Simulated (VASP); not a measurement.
A run of VASP 6.6.1 is set up as follows.

Contents of INCAR:

```
PREC = Accurate ; ENCUT = 500
EDIFF = 1E-6 ; ISMEAR = 1
SIGMA = 0.0283 ; LREAL = F
LASPH = T ; NELM = 200
ALGO = Normal ; ISIF = 2
LWAVE = F ; LCHARG = F
LMAXMIX = 4 ; LDAU = T
LDAUTYPE = 2 ; LDAUL = 2
LDAUU = 1 ; LDAUJ = 0
LDAUPRINT = 1 ; GGA = PE
NBANDS = 10 ; GGA_COMPAT = F
```

KPOINTS

```
Automatic mesh
0
Gamma
  8 8 8
```

The input POSCAR:

```
Ir
1.0
    0.0000000000      1.9368351349      1.9368351349
    1.9368351349      0.0000000000      1.9368351349
    1.9368351349      1.9368351349      0.0000000000
Ir
1
Direct
    0.0000000000      0.0000000000      0.0000000000
```

Potentials or basis: VASP PAW PBE potentials, release 64 (Ir).

Command:

```sh
$ cat potpaw_PBE.64/Ir/POTCAR > POTCAR
$ mpirun -np 1 vasp_std > vasp.out
```

**Question.** Estimate the pressure.

**Answer.** -2.3 GPa.

Eigenvalues of the final occupation matrices:
| site | spin | trace | eigenvalues |
| --- | --- | --- | --- |
| site 1 d | 1 | 3.53 | 0.66 0.66 0.66 0.78 0.78 |
| site 1 d | 2 | 3.53 | 0.66 0.66 0.66 0.78 0.78 |

Caveat: spin-orbit coupling is left out, which moves the levels of the heavy elements; U without spin polarisation on a metal has little footing; the U is typed as a test and isn't derived for this compound.
